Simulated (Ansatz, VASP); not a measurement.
One calculation of SrGa3, two programs

```
Sr Ga
1.0
     4.52848    0.00000    0.00000
     0.00000    4.52848    0.00000
     0.00000    0.00000    4.52848
Sr Ga
1 3
Direct
  0.00000 0.00000 0.00000
  0.00000 0.50000 0.50000
  0.50000 0.50000 0.00000
  0.50000 0.00000 0.50000
```

Alike in both runs: task single point; functional LDA; k mesh 8 × 8 × 8; occupations gaussian, width 0.05 eV; no spin polarisation.

|  | VASP | Ansatz |
| --- | --- | --- |
| version | VASP 6.6.1 | Ansatz 0.2.0 |
| potentials or method | VASP PAW LDA potentials, release 64 (Sr_sv, Ga_d), cutoff 520 eV | scalar-relativistic, plane waves, PAW |
| valence electrons in the cell | 49 | 49 |

|  | VASP | Ansatz | Ansatz less VASP |
| --- | --- | --- | --- |
| gap on the k mesh at the Fermi level (eV) | none | none | - |
| pressure (GPa) | -4.2 | -4.3 | -0.09 |

LDA's correlation is that of Perdew and Zunger in VASP and of Perdew and Wang (1992) in Ansatz. A gap of «none» marks a metal or a gap that the smearing closes.
